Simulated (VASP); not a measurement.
# Sn8O15 (a cell with a defect) in VASP: single point with PBE

Aim: the single point of Sn8O15 (a cell with a defect) with PBE.

Program: VASP 6.6.1. These are calculated values, not measurements. Logs are shortened: lines on timing, memory, paths and dates and some standing lists are left out, and cuts for length are marked.

**1. The cell of the first run**

The cell holds a defect, 23 atoms: a = 6.827 Å, b = 6.827 Å, c = 8.077 Å, α = 114.99°, β = 114.99°, γ = 90.02°.

**2. Single point, PBE (atoms taken out, then relaxed in part)**

INCAR reads:

```
PREC = Accurate
ENCUT = 520
EDIFF = 1E-6
ISMEAR = 0
SIGMA = 0.01
LREAL = Auto
LASPH = T
NELM = 100
ALGO = Normal
ISIF = 2
LWAVE = F
LCHARG = T
GGA = PE
LELF = T
LVHAR = T
NELECT = 200.0
NBANDS = 118
```

KPOINTS reads:

```
Automatic mesh
0
Gamma
  3 3 3
```

POSCAR reads:

```
Sn8O15
1.0
    4.8265176369     -4.8283676022      0.0000000000
    4.8265176369      4.8283676022      0.0000000000
   -4.8265176369      0.0000000000      6.4763333159
Sn O
8 15
Direct
    0.1389950655      0.6529169256      0.2789511875
    0.3789997783      0.8845137504      0.7589372001
    0.6196836746      0.1252006756      0.2402938482
    0.8596776559      0.3735701315      0.7202784533
   -0.0006525976     -0.0466406432     -0.0003848036
    0.2493627900      0.2566795505      0.4996334321
    0.4993232355      0.5027025738     -0.0003801026
    0.7493108596      0.7566614171      0.4995990056
    0.2536735733      0.5647216932      0.5084945971
    0.4992254138      0.8066361934     -0.0003809783
    0.7447958022      0.0558442986      0.4907366357
    0.4259292459      0.6229906394      0.2493555841
    0.6896636653      0.8836208029      0.7582218911
    0.9310701216      0.1250122703      0.2410090216
    0.1762006422      0.3732540526      0.7498775447
    0.8224569109      0.6232466645      0.2493594820
    0.0676182844      0.8837626270      0.7582194465
    0.3090249340      0.1251383052      0.2410106004
    0.5727333184      0.3734981787      0.7498816330
   -0.0005676938      0.6509550161     -0.0003864935
    0.2564167139      0.9594383611      0.5135420914
    0.4994853097      0.1995921697     -0.0003838476
    0.7424868039      0.4455124043      0.4856947365
```

Potentials or basis: VASP PAW PBE potentials, release 64 (Sn_d, O).

On the command line:

```
$ cat potpaw_PBE.64/Sn_d/POTCAR potpaw_PBE.64/O/POTCAR > POTCAR
$ mpirun -np 1 vasp_std > vasp.out
```

OUTCAR:

```text
PREC = Accurate
   ENCUT = 520
   EDIFF = 1E-6
   ISMEAR = 0
   LREAL = Auto
   LASPH = T
   NELM = 100
   ISIF = 2
   GGA = PE
   NELECT = 200.0

 ion  position               nearest neighbor table
   1  0.139  0.653  0.279-  21 1.99   9 2.03  20 2.04  16 2.07  12 2.07   2 3.11   5 3.51   4 3.62
                             6 3.66   8 3.70   8 3.70   6 3.74
   2  0.379  0.885  0.759-  22 2.05  10 2.06  21 2.08   9 2.10  13 2.12  17 2.12   1 3.11   3 3.12
                             7 3.74
   3  0.620  0.125  0.240-  22 2.05  10 2.06  23 2.08  11 2.10  18 2.12  14 2.12   4 3.11   2 3.12
                             7 3.74
   4  0.860  0.374  0.720-  23 1.99  11 2.03  20 2.04  19 2.07  15 2.07   3 3.11   5 3.51   1 3.62
                             8 3.66   6 3.70   6 3.70   8 3.74
   5  0.999  0.953  1.000-  17 2.06  14 2.06  18 2.06  13 2.06  20 2.06   8 3.26   6 3.26   1 3.51
                             4 3.51
   6  0.249  0.257  0.500-   9 2.07  21 2.08  19 2.11  15 2.11  18 2.11  14 2.11   7 3.24   5 3.26
                             1 3.66   4 3.70   4 3.70   1 3.74
   7  0.499  0.503  1.000-  22 2.07  10 2.07  15 2.11  12 2.11  16 2.11  19 2.11   8 3.24   6 3.24
                             3 3.74   2 3.74
   8  0.749  0.757  0.500-  11 2.07  23 2.08  16 2.11  12 2.11  13 2.11  17 2.11   7 3.24   5 3.26
                             4 3.66   1 3.70   1 3.70   4 3.74
   9  0.254  0.565  0.508-   1 2.03   6 2.07   2 2.10
  10  0.499  0.807  1.000-   2 2.06   3 2.06   7 2.07
  11  0.745  0.056  0.491-   4 2.03   8 2.07   3 2.10
  12  0.426  0.623  0.249-   1 2.07   7 2.11   8 2.11
  13  0.690  0.884  0.758-   5 2.06   8 2.11   2 2.12
  14  0.931  0.125  0.241-   5 2.06   6 2.11   3 2.12
  15  0.176  0.373  0.750-   4 2.07   7 2.11   6 2.11
  16  0.822  0.623  0.249-   1 2.07   7 2.11   8 2.11
  17  0.068  0.884  0.758-   5 2.06   8 2.11   2 2.12
  18  0.309  0.125  0.241-   5 2.06   6 2.11   3 2.12
  19  0.573  0.373  0.750-   4 2.07   7 2.11   6 2.11
  20  0.999  0.651  1.000-   1 2.04   4 2.04   5 2.06
  21  0.256  0.959  0.514-   1 1.99   6 2.08   2 2.08
  22  0.499  0.200  1.000-   3 2.05   2 2.05   7 2.07
  23  0.742  0.446  0.486-   4 1.99   8 2.08   3 2.08

  LATTYP: Found a face centered orthorhombic cell.
 ALAT       =     9.6530352738
 B/A-ratio  =     1.0003832919
 C/A-ratio  =     1.3418231949

  Lattice vectors:

 A1 = (   0.0000000000,   4.8283676022,   6.4763333159)
 A2 = (   4.8265176369,   0.0000000000,   6.4763333159)
 A3 = (   4.8265176369,   4.8283676022,   0.0000000000)

Analysis of symmetry for initial positions (statically):
=====================================================================
 Subroutine PRICEL returns:
 Original cell was already a primitive cell.

 Routine SETGRP: Setting up the symmetry group for a
 face centered orthorhombic supercell.

 Subroutine GETGRP returns: Found  1 space group operations
 (whereof  1 operations were pure point group operations)
 out of a pool of  8 trial point group operations.

The static configuration has the point symmetry C_1 .

Analysis of symmetry for dynamics (positions and initial velocities):
=====================================================================
 Subroutine PRICEL returns:
 Original cell was already a primitive cell.

 Routine SETGRP: Setting up the symmetry group for a
 face centered orthorhombic supercell.

 Subroutine GETGRP returns: Found  1 space group operations
 (whereof  1 operations were pure point group operations)
 out of a pool of  8 trial point group operations.

The dynamic configuration has the point symmetry C_1 .

 Subroutine INISYM returns: Found  1 space group operations
 (whereof  1 operations are pure point group operations),
 and found     1 'primitive' translations

----------------------------------------------------------------------------------------

                                     Primitive cell

  volume of cell :     301.8516

  direct lattice vectors                    reciprocal lattice vectors
     4.826517637 -4.828367602  0.000000000     0.103594359 -0.103554667  0.077204180
     4.826517637  4.828367602  0.000000000     0.103594359  0.103554667  0.077204180
    -4.826517637  0.000000000  6.476333316     0.000000000  0.000000000  0.154408359

  length of vectors
     6.827034949  6.827034949  8.077014654     0.165577310  0.165577310  0.154408359

  position of ions in fractional coordinates (direct lattice)
     0.138995065  0.652916926  0.278951187
     0.378999778  0.884513750  0.758937200
     0.619683675  0.125200676  0.240293848
     0.859677656  0.373570132  0.720278453
     0.999347402  0.953359357  0.999615196
     0.249362790  0.256679551  0.499633432
[... 15 lines left out ...]
     0.499485310  0.199592170  0.999616152
     0.742486804  0.445512404  0.485694737

  ion indices of the primitive-cell ions
   primitive index   ion index
                 1           1
                 2           2
                 3           3
                 4           4
                 5           5
                 6           6
[... 15 lines left out ...]
                22          22
                23          23

----------------------------------------------------------------------------------------

 KPOINTS: Automatic mesh

Automatic generation of k-mesh.
 Grid dimensions read from file:
 generate k-points for:    3    3    3

 Generating k-lattice:

  Cartesian coordinates                     Fractional coordinates (reciprocal lattice)
     0.034531453 -0.034518222  0.025734727     0.333333333  0.000000000  0.000000000
     0.034531453  0.034518222  0.025734727     0.000000000  0.333333333  0.000000000
     0.000000000  0.000000000  0.051469453     0.000000000  0.000000000  0.333333333

  Length of vectors
     0.055192437  0.055192437  0.051469453

  Shift w.r.t. Gamma in fractional coordinates (k-lattice)
     0.000000000  0.000000000  0.000000000

 Subroutine IBZKPT returns following result:
 ===========================================

 Found     14 irreducible k-points:

 Following reciprocal coordinates:
            Coordinates               Weight
  0.000000  0.000000  0.000000      1.000000
  0.333333  0.000000  0.000000      2.000000
  0.000000  0.333333 -0.333333      2.000000
 -0.000000 -0.333333 -0.000000      2.000000
 -0.333333 -0.000000  0.333333      2.000000
  0.333333  0.333333  0.000000      2.000000
  0.333333  0.333333  0.333333      2.000000
 -0.333333  0.333333  0.000000      2.000000
  0.000000  0.000000  0.333333      2.000000
  0.333333  0.000000  0.333333      2.000000
  0.000000  0.333333  0.333333      2.000000
 -0.333333  0.333333  0.333333      2.000000
 -0.333333  0.333333 -0.333333      2.000000
 -0.333333 -0.333333  0.333333      2.000000
   k-points           NKPTS =     14   k-points in BZ     NKDIM =     14   number of bands    NBANDS=    118
   number of dos      NEDOS =    301   number of ions     NIONS =     23
   total plane-waves  NPLWV = 174960
   dimension x,y,z NGX =    54 NGY =   54 NGZ =   60
   dimension x,y,z NGXF=   108 NGYF=  108 NGZF=  120
   ions per type =               8  15
   NGX,Y,Z   is equivalent  to a cutoff of  13.15, 13.15, 12.35 a.u.
   NGXF,Y,Z  is equivalent  to a cutoff of  26.30, 26.30, 24.70 a.u.
 SYSTEM =  unknown system
   PREC   = accura    normal or accurate (medium, high low for compatibility)
   ISTART =      0    job   : 0-new  1-cont  2-samecut
   ICHARG =      2    charge: 1-file 2-atom 10-const
   ISPIN  =      1    spin polarized calculation?
   LNONCOLLINEAR =      F non collinear calculations
   LSORBIT =      F    spin-orbit coupling
   LASPH  =      T    aspherical Exc in radial PAW
   ENCUT  =  520.0 eV  38.22 Ry    6.18 a.u.  12.69 12.69 15.02*2*pi/ulx,y,z
   NELM   =    100;   NELMIN=  2; NELMDL= -5     # of ELM steps
   EDIFF  = 0.1E-05   stopping-criterion for ELM
   LREAL  =      T    real-space projection
   EDIFFG = 0.1E-04   stopping-criterion for IOM
   NSW    =      0    number of steps for IOM
   IBRION =     -1    ionic relax: 0-MD 1-quasi-New 2-CG
   NFREE  =      0    steps in history (QN), initial steepest desc. (CG)
   ISIF   =      2    stress and relaxation
   ISYM   =      2    0-nonsym 1-usesym 2-fastsym
   POTIM  = 0.5000    time-step for ionic-motion
   TEBEG  =    0.0;   TEEND  =   0.0 temperature during run
   PSTRESS=    0.0 pullay stress
   NELECT =     200.0000    total number of electrons
   NUPDOWN=      -1.0000    fix difference up-down
   EMIN   =  10.00;   EMAX   =-10.00  energy-range for DOS
   EFERMI =   0.00;   METHOD = LEGACY
   ISMEAR =     0;   SIGMA  =   0.01  broadening in eV -4-tet -1-fermi 0-gaus
   EFERMI_NEDOS =   21; number of points for ismear=-14 and -15
   IALGO  =     38    algorithm
   IMIX   =      4    mixing-type and parameters
     AMIX     =   0.40;   BMIX     =  1.00
     AMIX_MAG =   1.60;   BMIX_MAG =  1.00
  volume/ion in A,a.u.               =      13.12        88.56
  Fermi-wavevector in a.u.,A,eV,Ry     =   1.427207  2.697031 27.713984  2.036920
  Thomas-Fermi vector in A             =   2.547402
   LORBIT       =      0    0 simple, 1 ext, 2 COOP (PROOUT), +10 PAW based schemes
   GGA     = PE    functional components
   LHFCALC =     F    Hartree Fock is set to
   AEXX    =    0.0000 exact exchange contribution
   IVDW    =     0    specifies the selected vdW correction
   LEPSILON=     F    determine dielectric tensor
   LRPA    =     F    only Hartree local field effects (RPA)
 non-spin polarized calculation
 Gauss-broadening in eV      SIGMA  =   0.01
  energy-cutoff  :      520.00
  volume of cell :      301.85
 maximum number of plane-waves:      8148
 NGX is ok and might be reduce to    54
   NGX = 25   NGY = 25   NGZ = 29

 number of electron     200.0000020 magnetization

 Free energy of the ion-electron system (eV)
  ---------------------------------------------------
  ext. energy  EPLUGINS =         0.00000000
  ---------------------------------------------------
  free energy    TOTEN  =      -154.07644984 eV

  energy without entropy =     -154.07644984  energy(sigma->0) =     -154.07644984

 E-fermi :   5.3202     XC(G=0): -10.6695

 val. band max:        5.2212453362   @ k =   0.0000   0.0000   0.0000
 cond. band min:       5.4657942855   @ k =   0.0000   0.0000   0.0000
 fundamental gap:      0.2445489493
 Fermi energy:         5.3202257664

 k-point     1 :       0.0000    0.0000    0.0000
  band No.  band energies     occupation
      1     -15.8597      2.00000
      2     -15.6145      2.00000
      3     -15.5151      2.00000
      4     -15.4461      2.00000
      5     -15.3906      2.00000
      6     -15.3597      2.00000
[... 104 lines left out ...]
    111      12.6314      0.00000
    112      12.8426      0.00000

 k-point     2 :       0.3333    0.0000    0.0000
  band No.  band energies     occupation
      1     -15.8409      2.00000
      2     -15.5858      2.00000
      3     -15.5417      2.00000
      4     -15.5133      2.00000
      5     -15.4770      2.00000
      6     -15.3513      2.00000
[... 1372 lines left out ...]
 k-point    14 :      -0.3333   -0.3333    0.3333
  band No.  band energies     occupation
      1     -15.8557      2.00000
      2     -15.6009      2.00000
      3     -15.5930      2.00000
      4     -15.5325      2.00000
      5     -15.4373      2.00000
      6     -15.4033      2.00000
[... 104 lines left out ...]
    111      12.2904      0.00000
    112      12.4845      0.00000
 [bands above 112 left out]

------------------------ aborting loop because EDIFF is reached ----------------------------------------

  FORCE on cell =-STRESS in cart. coord.  units (eV):
  Direction    XX          YY          ZZ          XY          YZ          ZX
  --------------------------------------------------------------------------------------
  -------------------------------------------------------------------------------------
  Total      -22.8478787    -22.9043426    -14.1663893      6.1013632     -0.0040030      0.0060310
  in kB     -121.2727018   -121.5724031    -75.1928147     32.3850111     -0.0212474      0.0320114
  external PRESSURE =    -106.0126399 kB  Pullay stress =       0.0000000 kB

 VOLUME and BASIS-vectors are now :
 -----------------------------------------------------------------------------
  energy-cutoff  :      520.00
  volume of cell :      301.85
      direct lattice vectors                 reciprocal lattice vectors
     4.826517637 -4.828367602  0.000000000     0.103594359 -0.103554667  0.077204180
     4.826517637  4.828367602  0.000000000     0.103594359  0.103554667  0.077204180
    -4.826517637  0.000000000  6.476333316     0.000000000  0.000000000  0.154408359

 POSITION                                       TOTAL-FORCE (eV/Angst)
 -----------------------------------------------------------------------------------
      2.47581      2.48140      1.80658         0.000923     -0.009661     -0.022299
      2.43535      2.44081      4.91513         0.005169      0.008432     -0.018525
      2.43541     -2.38755      1.55622         0.007339      0.012647      0.003945
      2.47586     -2.34711      4.66476        -0.006281     -0.004089      0.033069
      4.60011     -0.22205      6.47384         0.019400      0.018623      0.001073
      0.03093      0.03533      3.23579        -0.005970     -0.001894     -0.001461
[... 15 lines left out ...]
     -1.45056     -1.44799      6.47385         0.015867      0.015599      0.002037
      3.38968     -1.43390      3.14552         0.022820      0.022939     -0.018106
 -----------------------------------------------------------------------------------
    total drift:                                0.013516      0.009628      0.004269

  FREE ENERGIE OF THE ION-ELECTRON SYSTEM (eV)
  ---------------------------------------------------
  free  energy   TOTEN  =      -154.0764498410 eV

  energy  without entropy=     -154.0764498410  energy(sigma->0) =     -154.07644984
```

Wall time 35 min (1 thread of Intel Xeon 8259CL, shared host); peak memory 0.6 GiB.

What came out:

```
Free energy   : -154.0764 eV
Largest force : 0.037 eV/Å
```

Forces on the atoms (eV/Å):
```
Sn   0.001 -0.010 -0.022
Sn   0.005  0.008 -0.019
Sn   0.007  0.013  0.004
Sn  -0.006 -0.004  0.033
Sn   0.019  0.019  0.001
Sn  -0.006 -0.002 -0.001
Sn  -0.004 -0.005  0.002
Sn  -0.003 -0.004  0.007
O   -0.021 -0.018  0.009
O   -0.022 -0.022  0.000
O   -0.019 -0.021 -0.012
O   -0.010  0.011 -0.014
O   -0.011  0.010 -0.005
O   -0.012  0.010  0.008
O   -0.010  0.010  0.012
O    0.008 -0.011 -0.012
O    0.013 -0.014 -0.005
O    0.010 -0.012  0.006
O    0.011 -0.011  0.010
O   -0.009 -0.010 -0.002
O    0.021  0.025  0.017
O    0.016  0.016  0.002
O    0.023  0.023 -0.018
```

Caveat: the cell carries a net charge on a neutralising background, which shifts energy and pressure; the cell differs from its parent crystal (atoms taken out, then relaxed in part); the cell is charged against a uniform background, so pressure and absolute levels hang on convention; spin-orbit coupling is left out, which moves the levels of the heavy elements.
